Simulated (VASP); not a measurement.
# Te2Mo (P6_3/mmc) in VASP: further runs

Runs on Te2Mo. Level: PBE+D3(BJ). Tasks: single point, relaxation of cell and atoms.

Everything below comes from runs of VASP 6.6.1. Logs are shortened: lines on timing, memory, paths and dates and some standing lists are left out, and cuts for length are marked.

**Experimental background.**

From “Broadband infrared study of pressure-tunable Fano resonance and metallization transition in 2H-MoTe2”, 2022, pmc:9569381, for a bulk crystal of Te2Mo at 300 K: band gap 0.88 ± 0.05 eV (indirect).

The runs below are set against these values where they give the same quantity.

## 1. The cell of the first run

Symmetry: P6_3/mmc, No. 194, hexagonal system. Conventional cell: a = 3.496 Å, b = 3.496 Å, c = 13.701 Å, α = 90.00°, β = 90.00°, γ = 120.00°. Within 3.8 Å of Te (site symmetry 3m) lie 3 Mo at 2.72 Å and 10 Te at 3.50 to 3.80 Å. Within 3.6 Å of Mo (site symmetry -6m2) lie 6 Te at 2.72 Å and 6 Mo at 3.50 Å.

## 2. Single point, PBE+D3(BJ)

Input file INCAR:

```
ALGO     = Normal         # electronic algorithm
EDIFF    = 1E-6           # SCF threshold, eV
ENCUT    = 500            # plane-wave cutoff, eV
GGA      = PE             # functional
GGA_COMPAT= False        
ISIF     = 2              # what is computed and relaxed
ISMEAR   = 0              # smearing method
IVDW     = 12             # dispersion correction
LASPH    = True           # aspherical terms in the spheres
LCHARG   = False          # write CHGCAR
LREAL    = False          # projectors in reciprocal space
LWAVE    = False          # write WAVECAR
NBANDS   = 35             # bands
NELM     = 120            # most SCF steps
PREC     = Accurate       # precision mode
SIGMA    = 0.05           # smearing width, eV
```

Input file KPOINTS:

```
k-points
0
Gamma
  10 10 2
```

Input file POSCAR:

```
Te2Mo
1.0
    3.4964340951      0.0000000000      0.0000000000
   -1.7482170476      3.0280007490      0.0000000000
    0.0000000000      0.0000000000     13.7011346687
Te Mo
4 2
Direct
    0.3333333333      0.6666666667      0.6173445263
    0.6666666667      0.3333333333      0.1173445263
    0.3333333333      0.6666666667      0.8826554737
    0.6666666667      0.3333333333      0.3826554737
    0.3333333333      0.6666666667      0.2500000000
    0.6666666667      0.3333333333      0.7500000000
```

Potentials or basis: VASP PAW PBE potentials, release 64 (Te, Mo_sv).

Run with:

```bash
$ cat potpaw_PBE.64/Te/POTCAR potpaw_PBE.64/Mo_sv/POTCAR > POTCAR
$ mpirun -np 1 vasp_std > vasp.out
```

OUTCAR:

```text
EDIFF = 1E-6
   ENCUT = 500
   GGA = PE
   ISIF = 2
   ISMEAR = 0
   IVDW = 12
   LASPH = True
   LREAL = False
   NELM = 120
   PREC = Accurate
 IVDW          = 12

 ion  position               nearest neighbor table
   1  0.333  0.667  0.617-   6 2.72   6 2.72   6 2.72   3 3.64
   2  0.667  0.333  0.117-   5 2.72   5 2.72   5 2.72   4 3.64
   3  0.333  0.667  0.883-   6 2.72   6 2.72   6 2.72   1 3.64
   4  0.667  0.333  0.383-   5 2.72   5 2.72   5 2.72   2 3.64
   5  0.333  0.667  0.250-   2 2.72   4 2.72   2 2.72   4 2.72   2 2.72   4 2.72
   6  0.667  0.333  0.750-   1 2.72   3 2.72   1 2.72   3 2.72   1 2.72   3 2.72

  LATTYP: Found a hexagonal cell.
 ALAT       =     3.4964340951
 C/A-ratio  =     3.9186022948

  Lattice vectors:

 A1 = (   3.4964340951,   0.0000000000,   0.0000000000)
 A2 = (  -1.7482170476,   3.0280007490,   0.0000000000)
 A3 = (   0.0000000000,   0.0000000000,  13.7011346687)

Analysis of symmetry for initial positions (statically):
=====================================================================
 Subroutine PRICEL returns:
 Original cell was already a primitive cell.

 Routine SETGRP: Setting up the symmetry group for a
 hexagonal supercell.

 Subroutine GETGRP returns: Found 24 space group operations
 (whereof 12 operations were pure point group operations)
 out of a pool of 24 trial point group operations.

The static configuration has the point symmetry D_3d.
 The point group associated with its full space group is D_6h.

Analysis of symmetry for dynamics (positions and initial velocities):
=====================================================================
 Subroutine PRICEL returns:
 Original cell was already a primitive cell.

 Routine SETGRP: Setting up the symmetry group for a
 hexagonal supercell.

 Subroutine GETGRP returns: Found 24 space group operations
 (whereof 12 operations were pure point group operations)
 out of a pool of 24 trial point group operations.

The dynamic configuration has the point symmetry D_3d.
 The point group associated with its full space group is D_6h.

 Subroutine INISYM returns: Found 24 space group operations
 (whereof 12 operations are pure point group operations),
 and found     1 'primitive' translations

----------------------------------------------------------------------------------------

                                     Primitive cell
[... 101 lines left out ...]
   EDIFFG = 0.1E-04   stopping-criterion for IOM
   NSW    =      0    number of steps for IOM
   IBRION =     -1    ionic relax: 0-MD 1-quasi-New 2-CG
   NFREE  =      0    steps in history (QN), initial steepest desc. (CG)
   ISIF   =      2    stress and relaxation
   ISYM   =      2    0-nonsym 1-usesym 2-fastsym
   POTIM  = 0.5000    time-step for ionic-motion
   TEBEG  =    0.0;   TEEND  =   0.0 temperature during run
   PSTRESS=    0.0 pullay stress
   NELECT =      52.0000    total number of electrons
   NUPDOWN=      -1.0000    fix difference up-down
   EMIN   =  10.00;   EMAX   =-10.00  energy-range for DOS
   EFERMI =   0.00;   METHOD = LEGACY
   ISMEAR =     0;   SIGMA  =   0.05  broadening in eV -4-tet -1-fermi 0-gaus
   EFERMI_NEDOS =   21; number of points for ismear=-14 and -15
   IALGO  =     38    algorithm
   IMIX   =      4    mixing-type and parameters
     AMIX     =   0.40;   BMIX     =  1.00
     AMIX_MAG =   1.60;   BMIX_MAG =  1.00
  volume/ion in A,a.u.               =      24.18       163.15
  Fermi-wavevector in a.u.,A,eV,Ry     =   1.162956  2.197668 18.401430  1.352467
  Thomas-Fermi vector in A             =   2.299511
   LORBIT       =      0    0 simple, 1 ext, 2 COOP (PROOUT), +10 PAW based schemes
   GGA     = PE    functional components
   LHFCALC =     F    Hartree Fock is set to
   AEXX    =    0.0000 exact exchange contribution
   IVDW    =    12    specifies the selected vdW correction
   LEPSILON=     F    determine dielectric tensor
   LRPA    =     F    only Hartree local field effects (RPA)
 non-spin polarized calculation
 Gauss-broadening in eV      SIGMA  =   0.05
  energy-cutoff  :      500.00
  volume of cell :      145.06
 maximum number of plane-waves:      3715
 NGX is ok and might be reduce to    28
   NGX = 13   NGY = 13   NGZ = 49

 number of electron      51.9999997 magnetization

 Free energy of the ion-electron system (eV)
  ---------------------------------------------------
  ext. energy  EPLUGINS =         0.00000000
  ---------------------------------------------------
  free energy    TOTEN  =       -35.90687262 eV

  energy without entropy =      -35.90687262  energy(sigma->0) =      -35.90687262

 E-fermi :   8.9141     XC(G=0): -10.6409

 val. band max:        8.6304828053   @ k =   0.0000   0.0000   0.0000
 cond. band min:       9.2209147722   @ k =   0.2000   0.2000   0.0000
 fundamental gap:      0.5904319669
 Fermi energy:         8.9141296112

 k-point     1 :       0.0000    0.0000    0.0000
  band No.  band energies     occupation
      1     -52.2227      2.00000
      2     -52.2227      2.00000
      3     -26.3996      2.00000
      4     -26.3996      2.00000
      5     -26.2585      2.00000
      6     -26.2585      2.00000
[... 901 lines left out ...]
     34      11.8730      0.00000
     35      13.1853      0.00000

 [... further k-points ...]

------------------------ aborting loop because EDIFF is reached ----------------------------------------

 Edisp (eV)   -3.32373

 E8    (eV) :    -1.5315

  FORCE on cell =-STRESS in cart. coord.  units (eV):
  Direction    XX          YY          ZZ          XY          YZ          ZX
  --------------------------------------------------------------------------------------
  -------------------------------------------------------------------------------------
  Total      -0.02026    -0.02026     0.02138     0.00000     0.00000     0.00000
  in kB      -0.22382    -0.22382     0.23610     0.00000     0.00000     0.00000
  external pressure =       -0.07 kB  Pullay stress =        0.00 kB

 VOLUME and BASIS-vectors are now :
 -----------------------------------------------------------------------------
  energy-cutoff  :      500.00
  volume of cell :      145.06
      direct lattice vectors                 reciprocal lattice vectors
     3.496434095  0.000000000  0.000000000     0.286005677  0.165125455  0.000000000
    -1.748217048  3.028000749  0.000000000     0.000000000  0.330250909  0.000000000
     0.000000000  0.000000000 13.701134669     0.000000000  0.000000000  0.072986656

 POSITION                                       TOTAL-FORCE (eV/Angst)
 -----------------------------------------------------------------------------------
     -0.00000      2.01867      8.45832        -0.000000     -0.000000     -0.010117
      1.74822      1.00933      1.60775        -0.000000      0.000000     -0.010117
     -0.00000      2.01867     12.09338        -0.000000     -0.000000      0.010117
      1.74822      1.00933      5.24281        -0.000000      0.000000      0.010117
     -0.00000      2.01867      3.42528         0.000000      0.000000      0.000000
      1.74822      1.00933     10.27585         0.000000     -0.000000      0.000000
 -----------------------------------------------------------------------------------
    total drift:                                0.000000     -0.000000      0.000000

  FREE ENERGIE OF THE ION-ELECTRON SYSTEM (eV)
  ---------------------------------------------------
  free  energy   TOTEN  =       -39.2306022062 eV

  energy  without entropy=      -39.2306022062  energy(sigma->0) =      -39.23060221
```

Run time: 3.5 min. Hardware: 1 thread of Intel Xeon 8259CL, shared host; peak memory 0.33 GiB.

Results:

```
Free energy                : -39.2306 eV
Pressure                   : 0.0 GPa
Largest force              : 0.010 eV/Å
Band gap on the k mesh     : 0.59 eV (least direct gap 1.16 eV)
Dispersion energy per atom : -0.554 eV
```

Forces in eV/Å, atoms in the order of the input:
```
Te   0.000  0.000 -0.010
Te   0.000  0.000 -0.010
Te   0.000  0.000  0.010
Te   0.000  0.000  0.010
Mo   0.000  0.000  0.000
Mo   0.000  0.000  0.000
```

Caveat: spin-orbit coupling is left out, which moves the levels of the heavy elements.

## 3. Single point, PBE+D3(BJ)

This run uses another cell than the first one, of 24.96 Å³/atom.

Input file INCAR:

```
SYSTEM = Te2Mo
PREC = Accurate
ENCUT = 500
EDIFF = 1E-6
ISMEAR = 0
SIGMA = 0.05
LREAL = .FALSE.
LASPH = .TRUE.
NELM = 120
ALGO = Normal
ISIF = 2
LWAVE = .FALSE.
LCHARG = .TRUE.
GGA = PE
IVDW = 12
LELF = .TRUE.
LVHAR = .TRUE.
NBANDS = 35
GGA_COMPAT = .FALSE.
```

Input file KPOINTS:

```
regular mesh
0
G
  10 10 2
  0 0 0
```

Input file POSCAR:

```
Te2Mo
1.0
    3.5182000000      0.0000000000      0.0000000000
   -1.7591000000      3.0468505756      0.0000000000
    0.0000000000      0.0000000000     13.9736000000
Te Mo
4 2
Direct
    0.3333333333      0.6666666667      0.6201645016
    0.6666666667      0.3333333333      0.1201645016
    0.3333333333      0.6666666667      0.8798354984
    0.6666666667      0.3333333333      0.3798354984
    0.3333333333      0.6666666667      0.2500000000
    0.6666666667      0.3333333333      0.7500000000
```

Potentials or basis: VASP PAW PBE potentials, release 64 (Te, Mo_sv).

Run with:

```bash
$ cat potpaw_PBE.64/Te/POTCAR potpaw_PBE.64/Mo_sv/POTCAR > POTCAR
$ mpirun -np 1 vasp_std > vasp.out
```

OUTCAR:

```text
SYSTEM = Te2Mo
   PREC = Accurate
   ENCUT = 500
   EDIFF = 1E-6
   ISMEAR = 0
   LREAL = .FALSE.
   LASPH = .TRUE.
   NELM = 120
   ISIF = 2
   GGA = PE
   IVDW = 12
 IVDW          = 12

 ion  position               nearest neighbor table
   1  0.333  0.667  0.620-   6 2.72   6 2.72   6 2.72   3 3.63
   2  0.667  0.333  0.120-   5 2.72   5 2.72   5 2.72   4 3.63
   3  0.333  0.667  0.880-   6 2.72   6 2.72   6 2.72   1 3.63
   4  0.667  0.333  0.380-   5 2.72   5 2.72   5 2.72   2 3.63
[... 1128 lines left out ...]
  -------------------------------------------------------------------------------------
  Total      -1.13267    -1.13267    -1.08726     0.00000     0.00000     0.00000
  in kB     -12.11529   -12.11529   -11.62957     0.00000     0.00000     0.00000
  external pressure =      -11.95 kB  Pullay stress =        0.00 kB

 VOLUME and BASIS-vectors are now :
 -----------------------------------------------------------------------------
  energy-cutoff  :      500.00
  volume of cell :      149.79
      direct lattice vectors                 reciprocal lattice vectors
     3.518200000  0.000000000  0.000000000     0.284236257  0.164103880  0.000000000
    -1.759100000  3.046850576  0.000000000     0.000000000  0.328207759  0.000000000
     0.000000000  0.000000000 13.973600000     0.000000000  0.000000000  0.071563520

 POSITION                                       TOTAL-FORCE (eV/Angst)
 -----------------------------------------------------------------------------------
     -0.00000      2.03123      8.66593         0.000000     -0.000000     -0.013028
      1.75910      1.01562      1.67913         0.000000      0.000000     -0.013028
     -0.00000      2.03123     12.29447         0.000000     -0.000000      0.013028
      1.75910      1.01562      5.30767         0.000000      0.000000      0.013028
     -0.00000      2.03123      3.49340         0.000000     -0.000000      0.000000
      1.75910      1.01562     10.48020        -0.000000      0.000000      0.000000
 -----------------------------------------------------------------------------------
    total drift:                               -0.000000      0.000000     -0.000000

  FREE ENERGIE OF THE ION-ELECTRON SYSTEM (eV)
  ---------------------------------------------------
  free  energy   TOTEN  =       -39.2108877738 eV

  energy  without entropy=      -39.2108877738  energy(sigma->0) =      -39.21088777
```

Wall time 4.7 min (1 thread of Intel Xeon 8259CL, shared host); peak memory 0.35 GiB.

Results:

| Item | Value |
| --- | --- |
| Free energy | -39.2109 eV |
| Pressure | -1.2 GPa |
| Largest force | 0.013 eV/Å |
| Band gap on the k mesh | 0.70 eV (least direct gap 1.15 eV) |
| Dispersion energy per atom | -0.537 eV |

Forces on the atoms (eV/Å):
```
Te   0.000  0.000 -0.013
Te   0.000  0.000 -0.013
Te   0.000  0.000  0.013
Te   0.000  0.000  0.013
Mo   0.000  0.000  0.000
Mo   0.000  0.000  0.000
```

Caveat: spin-orbit coupling is left out, which moves the levels of the heavy elements. A k mesh can miss the band edges.

## 4. Relaxation of cell and atoms, PBE+D3(BJ)

Input file INCAR:

```
ALGO     = Normal         # electronic algorithm
EDIFF    = 1E-7           # SCF threshold, eV
EDIFFG   = -0.01          # ionic threshold
ENCUT    = 500            # plane-wave cutoff, eV
GGA      = PE             # functional
GGA_COMPAT= False        
IBRION   = 2              # ionic algorithm
ISIF     = 3              # what is computed and relaxed
ISMEAR   = 0              # smearing method
IVDW     = 12             # dispersion correction
LASPH    = True           # aspherical terms in the spheres
LCHARG   = False          # write CHGCAR
LREAL    = False          # projectors in reciprocal space
LWAVE    = False          # write WAVECAR
NELM     = 120            # most SCF steps
NELMIN   = 4            
NSW      = 50             # ionic steps
PREC     = Accurate       # precision mode
SIGMA    = 0.05           # smearing width, eV
```

Input file KPOINTS:

```
k-points
0
Gamma
  10 10 2
```

Input file POSCAR:

```
Te2Mo
1.0
    3.4964340951      0.0000000000      0.0000000000
   -1.7482170476      3.0280007490      0.0000000000
    0.0000000000      0.0000000000     13.7011346687
Te Mo
4 2
Direct
    0.3333333333      0.6666666667      0.6173445263
    0.6666666667      0.3333333333      0.1173445263
    0.3333333333      0.6666666667      0.8826554737
    0.6666666667      0.3333333333      0.3826554737
    0.3333333333      0.6666666667      0.2500000000
    0.6666666667      0.3333333333      0.7500000000
```

Run with:

```bash
$ cat potpaw_PBE.64/Te/POTCAR potpaw_PBE.64/Mo_sv/POTCAR > POTCAR
$ mpirun -np 1 vasp_std > vasp.out
```

Run time: 6.1 min. Hardware: 1 thread of Intel Xeon 8259CL, shared host; peak memory 0.34 GiB.

The run converged. Its results:

```yaml
Free_energy: -39.2306 eV
Energy_gained_by_relaxing: 0.0 meV/atom
Ionic_steps: 2
Pressure_after_relaxing: 0.0 GPa
Band_gap_on_the_k_mesh: 0.59 eV (least direct gap 1.16 eV)
Dispersion_energy_per_atom: -0.554 eV
```

Final structure:
```
Te Mo
1.0
     3.49603    0.00000    0.00000
    -1.74801    3.02765    0.00000
     0.00000    0.00000   13.70424
Te Mo
4 2
Direct
  0.33333 0.66667 0.61731
  0.66667 0.33333 0.11731
  0.33333 0.66667 0.88269
  0.66667 0.33333 0.38269
  0.33333 0.66667 0.25000
  0.66667 0.33333 0.75000
```

Levels at points of the mesh, in eV from the valence-band top:
```csv
k point,band 22,band 23,band 24,band 25,band 26,band 27,band 28,band 29,band 30,band 31
"(0.00, 0.00, 0.00)",-1.06,-1.01,-1.01,-0.18,0.00,2.88,2.88,3.06,3.06,3.07
"(0.50, 0.00, 0.00)",-1.89,-1.10,-1.03,-0.65,-0.26,1.27,1.34,1.41,1.82,2.53
"(0.00, 0.00, 0.50)",-1.03,-1.03,-1.03,-0.05,-0.05,2.92,2.92,2.92,2.92,3.29
"(0.50, 0.00, 0.50)",-2.05,-1.04,-1.04,-0.46,-0.46,1.29,1.29,1.64,1.64,3.01
```

Caveat: spin-orbit coupling is left out, which moves the levels of the heavy elements. A k mesh can miss the band edges.

(Continued in part 2 of 2.)
